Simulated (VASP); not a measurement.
# TiC3 (Pmma) in VASP: single point with PBE

Aim: the single point of TiC3 with PBE.

All numbers are computed with VASP 6.6.1; they aren't measurements. Logs are shortened: lines on timing, memory, paths and dates and some standing lists are left out, and cuts for length are marked.

## Step 1: The cell of the first run

Symmetry: Pmma, No. 51, orthorhombic system. The conventional cell has a = 4.730 Å, b = 4.261 Å, c = 11.181 Å, α = 90.00°, β = 90.00°, γ = 90.00°. Ti (site symmetry mm2) has 5 C at 2.03 to 2.37 Å within 2.7 Å. Ti (site symmetry mm2) has 5 C at 2.03 to 2.37 Å within 2.7 Å. C (site symmetry 2) has 3 C at 1.38 to 1.41 Å within 1.9 Å. Within 1.9 Å of C (site symmetry m) lie 3 C at 1.38 to 1.41 Å. Within 2.7 Å of C (site symmetry mm2) lie 5 Ti at 2.03 to 2.37 Å. Within 2.7 Å of C (site symmetry mm2) lie 5 Ti at 2.03 to 2.37 Å.

## Step 2: Single point, PBE (14.08 Å³/atom)

The input, INCAR:

```
PREC = Accurate ; ENCUT = 520
EDIFF = 1E-7 ; ISMEAR = 0
SIGMA = 0.01 ; LREAL = Auto
LASPH = T ; NELM = 80
ALGO = Normal ; ISIF = 2
LWAVE = F ; LCHARG = F
GGA = PE ; NBANDS = 62
```

The input, KPOINTS:

```
regular mesh
0
Gamma
  8 8 4
```

The input, POSCAR:

```
TiC3
1.0
    4.7298014863      0.0000000000      0.0000000000
    0.0000000000      4.2610244164      0.0000000000
    0.0000000000      0.0000000000     11.1813993865
Ti C
4 12
Direct
    0.7500000000      0.0000000000      0.9114884854
    0.7500000000      0.5000000000      0.0885247289
    0.2500000000      0.0000000000      0.0885115146
    0.2500000000      0.5000000000      0.9114752711
    0.0000000000      0.1654487785      0.5000000000
    0.7500000000      0.3345496539      0.4998082412
    0.5000000000      0.1654487785      0.5000000000
    0.2500000000      0.3345496539      0.5001917588
    0.0000000000      0.8345512215      0.5000000000
    0.7500000000      0.6654503461      0.4998082412
    0.2500000000      0.6654503461      0.5001917588
    0.5000000000      0.8345512215      0.5000000000
    0.7500000000      0.5000000000      0.9070556882
    0.7500000000      0.0000000000      0.0929416235
    0.2500000000      0.5000000000      0.0929443118
    0.2500000000      0.0000000000      0.9070583765
```

Potentials or basis: VASP PAW PBE potentials, release 64 (Ti_sv, C).

Run with:

```sh
> cat potpaw_PBE.64/Ti_sv/POTCAR potpaw_PBE.64/C/POTCAR > POTCAR
> mpirun -np 1 vasp_std > vasp.out
```

OUTCAR:

```text
PREC = Accurate
   ENCUT = 520
   EDIFF = 1E-7
   ISMEAR = 0
   LREAL = Auto
   LASPH = T
   NELM = 80
   ISIF = 2
   GGA = PE

 ion  position               nearest neighbor table
   1  0.750  0.000  0.911-  14 2.03  13 2.13  13 2.13  16 2.37  16 2.37   2 2.91   2 2.91
   2  0.750  0.500  0.089-  13 2.03  14 2.13  14 2.13  15 2.37  15 2.37   1 2.91   1 2.91
   3  0.250  0.000  0.089-  16 2.03  15 2.13  15 2.13  14 2.37  14 2.37   4 2.91   4 2.91
   4  0.250  0.500  0.911-  15 2.03  16 2.13  16 2.13  13 2.37  13 2.37   3 2.91   3 2.91
   5  0.000  0.165  0.500-   6 1.38   8 1.38   9 1.41
   6  0.750  0.335  0.500-   5 1.38   7 1.38  10 1.41
   7  0.500  0.165  0.500-   6 1.38   8 1.38  12 1.41
   8  0.250  0.335  0.500-   5 1.38   7 1.38  11 1.41
   9  0.000  0.835  0.500-  10 1.38  11 1.38   5 1.41
  10  0.750  0.665  0.500-   9 1.38  12 1.38   6 1.41
  11  0.250  0.665  0.500-   9 1.38  12 1.38   8 1.41
  12  0.500  0.835  0.500-  10 1.38  11 1.38   7 1.41
  13  0.750  0.500  0.907-   2 2.03   1 2.13   1 2.13   4 2.37   4 2.37
  14  0.750  0.000  0.093-   1 2.03   2 2.13   2 2.13   3 2.37   3 2.37
  15  0.250  0.500  0.093-   4 2.03   3 2.13   3 2.13   2 2.37   2 2.37
  16  0.250  0.000  0.907-   3 2.03   4 2.13   4 2.13   1 2.37   1 2.37

  LATTYP: Found a simple orthorhombic cell.
 ALAT       =     4.2610244164
 B/A-ratio  =     1.1100151100
 C/A-ratio  =     2.6241106114

  Lattice vectors:

 A1 = (   0.0000000000,  -4.2610244164,   0.0000000000)
 A2 = (   4.7298014863,   0.0000000000,   0.0000000000)
 A3 = (   0.0000000000,   0.0000000000,  11.1813993865)

Analysis of symmetry for initial positions (statically):
=====================================================================
 Subroutine PRICEL returns:
 Original cell was already a primitive cell.

 Routine SETGRP: Setting up the symmetry group for a
 simple orthorhombic supercell.

 Subroutine GETGRP returns: Found  8 space group operations
 (whereof  4 operations were pure point group operations)
 out of a pool of  8 trial point group operations.

The static configuration has the point symmetry C_2h.
 The point group associated with its full space group is D_2h.

Analysis of symmetry for dynamics (positions and initial velocities):
=====================================================================
 Subroutine PRICEL returns:
 Original cell was already a primitive cell.

 Routine SETGRP: Setting up the symmetry group for a
[... 140 lines left out ...]
   NFREE  =      0    steps in history (QN), initial steepest desc. (CG)
   ISIF   =      2    stress and relaxation
   ISYM   =      2    0-nonsym 1-usesym 2-fastsym
   POTIM  = 0.5000    time-step for ionic-motion
   TEBEG  =    0.0;   TEEND  =   0.0 temperature during run
   PSTRESS=    0.0 pullay stress
   NELECT =      96.0000    total number of electrons
   NUPDOWN=      -1.0000    fix difference up-down
   EMIN   =  10.00;   EMAX   =-10.00  energy-range for DOS
   EFERMI =   0.00;   METHOD = LEGACY
   ISMEAR =     0;   SIGMA  =   0.01  broadening in eV -4-tet -1-fermi 0-gaus
   EFERMI_NEDOS =   21; number of points for ismear=-14 and -15
   IALGO  =     38    algorithm
   IMIX   =      4    mixing-type and parameters
     AMIX     =   0.40;   BMIX     =  1.00
     AMIX_MAG =   1.60;   BMIX_MAG =  1.00
  volume/ion in A,a.u.               =      14.08        95.05
  Fermi-wavevector in a.u.,A,eV,Ry     =   1.231821  2.327804 20.645243  1.517383
  Thomas-Fermi vector in A             =   2.366615
   LORBIT       =      0    0 simple, 1 ext, 2 COOP (PROOUT), +10 PAW based schemes
   GGA     = PE    functional components
   LHFCALC =     F    Hartree Fock is set to
   AEXX    =    0.0000 exact exchange contribution
   IVDW    =     0    specifies the selected vdW correction
   LEPSILON=     F    determine dielectric tensor
   LRPA    =     F    only Hartree local field effects (RPA)
 non-spin polarized calculation
 Gauss-broadening in eV      SIGMA  =   0.01
  energy-cutoff  :      520.00
  volume of cell :      225.35
 maximum number of plane-waves:      6104
 NGX is ok and might be reduce to    36
   NGX = 17   NGY = 15   NGZ = 41

 number of electron      95.9999978 magnetization

 Free energy of the ion-electron system (eV)
  ---------------------------------------------------
  ext. energy  EPLUGINS =         0.00000000
  ---------------------------------------------------
  free energy    TOTEN  =      -142.87481108 eV

  energy without entropy =     -142.87480515  energy(sigma->0) =     -142.87480812

 E-fermi :   3.8520     XC(G=0):  -9.0101

 val. band max:        3.8356772678   @ k =   0.0000   0.0000   0.5000
 cond. band min:       3.8723564238   @ k =   0.1250   0.0000   0.0000
 fundamental gap:      0.0366791560
 Fermi energy:         3.8519628376

 k-point     1 :       0.0000    0.0000    0.0000
  band No.  band energies     occupation
      1     -53.0990      2.00000
      2     -53.0491      2.00000
      3     -53.0335      2.00000
      4     -53.0265      2.00000
      5     -29.5674      2.00000
      6     -29.4860      2.00000
[... 1501 lines left out ...]
     59       7.0545      0.00000
     60       7.0558      0.00000

 [... further k-points ...]

 [bands above 60 left out]

------------------------ aborting loop because EDIFF is reached ----------------------------------------

  FORCE on cell =-STRESS in cart. coord.  units (eV):
  Direction    XX          YY          ZZ          XY          YZ          ZX
  --------------------------------------------------------------------------------------
  -------------------------------------------------------------------------------------
  Total        0.2147221      0.4428307     -0.0407421      0.0000000      0.0000000      0.0000000
  in kB        1.5266316      3.1484383     -0.2896685      0.0000000      0.0000000      0.0000000
  external PRESSURE =       1.4618005 kB  Pullay stress =       0.0000000 kB

 VOLUME and BASIS-vectors are now :
 -----------------------------------------------------------------------------
  energy-cutoff  :      520.00
  volume of cell :      225.35
      direct lattice vectors                 reciprocal lattice vectors
     4.729801486  0.000000000  0.000000000     0.211425364  0.000000000  0.000000000
     0.000000000  4.261024416  0.000000000     0.000000000  0.234685348  0.000000000
     0.000000000  0.000000000 11.181399387     0.000000000  0.000000000  0.089434244

 POSITION                                       TOTAL-FORCE (eV/Angst)
 -----------------------------------------------------------------------------------
      3.54735      0.00000     10.19172         0.000000     -0.000000     -0.002033
      3.54735      2.13051      0.98983         0.000000      0.000000      0.001174
      1.18245      0.00000      0.98968         0.000000      0.000000      0.002033
      1.18245      2.13051     10.19157        -0.000000      0.000000     -0.001174
      0.00000      0.70498      5.59070        -0.000000      0.006136     -0.000000
      3.54735      1.42552      5.58856        -0.000000     -0.006077      0.000352
[... 8 lines left out ...]
      1.18245      2.13051      1.03925         0.000000      0.000000      0.018752
      1.18245      0.00000     10.14218         0.000000      0.000000     -0.018627
 -----------------------------------------------------------------------------------
    total drift:                               -0.000000     -0.000000      0.000000

  FREE ENERGIE OF THE ION-ELECTRON SYSTEM (eV)
  ---------------------------------------------------
  free  energy   TOTEN  =      -142.8748110809 eV

  energy  without entropy=     -142.8748051523  energy(sigma->0) =     -142.87480812
```

OSZICAR:

```text
N       E                     dE             d eps       ncg     rms          rms(c)
DAV:   1     0.120603419465E+04    0.12060E+04   -0.46141E+04  9300   0.162E+03
DAV:   2     0.371829105750E+02   -0.11689E+04   -0.11128E+04  9942   0.492E+02
DAV:   3    -0.155252345693E+03   -0.19244E+03   -0.18630E+03 13628   0.183E+02
[... 12 lines left out ...]
DAV:  16    -0.142874790493E+03    0.36495E-04   -0.19476E-04 12704   0.499E-02    0.153E-02
DAV:  17    -0.142874806980E+03   -0.16487E-04   -0.80819E-05 12386   0.294E-02    0.795E-03
DAV:  18    -0.142874810474E+03   -0.34940E-05   -0.12499E-05 12648   0.155E-02    0.520E-03
DAV:  19    -0.142874811039E+03   -0.56557E-06   -0.23122E-06 11712   0.707E-03    0.318E-03
DAV:  20    -0.142874811081E+03   -0.41573E-07   -0.83920E-07 10086   0.375E-03
   1 F= -.14287481E+03 E0= -.14287481E+03  d E =-.592856E-05
```

Run time: 43 min. Hardware: 1 thread of Oxide Virtual Turin-like, shared host; peak memory 0.68 GiB.

Results:

```yaml
Free_energy: -142.8748 eV
Pressure: 0.1 GPa
Largest_force: 0.019 eV/Å
Band_gap_on_the_k_mesh: 0.04 eV (least direct gap 0.21 eV)
```

Forces in eV/Å, atoms in the order of the input:
```
Ti   0.000  0.000 -0.002
Ti   0.000  0.000  0.001
Ti   0.000  0.000  0.002
Ti   0.000  0.000 -0.001
C    0.000  0.006  0.000
C    0.000 -0.006  0.000
C    0.000  0.006  0.000
C    0.000 -0.006  0.000
C    0.000 -0.006  0.000
C    0.000  0.006  0.000
C    0.000  0.006  0.000
C    0.000 -0.006  0.000
C    0.000  0.000 -0.019
C    0.000  0.000  0.019
C    0.000  0.000  0.019
C    0.000  0.000 -0.019
```

Stress tensor (GPa, compression positive):
```
 0.15  0.00  0.00
 0.00  0.31  0.00
 0.00  0.00 -0.03
```

Levels at points of the mesh, in eV from the valence-band top:
| k point | band 46 | band 47 | band 48 | band 49 | band 50 | band 51 |
| --- | --- | --- | --- | --- | --- | --- |
| (0.00, 0.00, 0.00) | -0.49 | -0.33 | -0.01 | 0.21 | 0.42 | 0.48 |
| (0.50, 0.00, 0.00) | -1.31 | -0.86 | -0.86 | 0.50 | 0.50 | 0.86 |
| (0.00, 0.50, 0.00) | -1.65 | -1.63 | -1.63 | 0.64 | 0.64 | 1.37 |
| (0.50, 0.50, 0.00) | -2.10 | -2.10 | -2.10 | 1.82 | 1.82 | 1.82 |
| (0.00, 0.00, 0.50) | -0.49 | -0.33 | 0.00 | 0.22 | 0.42 | 0.48 |
| (0.50, 0.00, 0.50) | -1.33 | -0.86 | -0.86 | 0.50 | 0.50 | 0.86 |
| (0.00, 0.50, 0.50) | -1.66 | -1.63 | -1.63 | 0.63 | 0.64 | 1.43 |
| (0.50, 0.50, 0.50) | -2.10 | -2.10 | -2.10 | 1.83 | 1.83 | 1.83 |
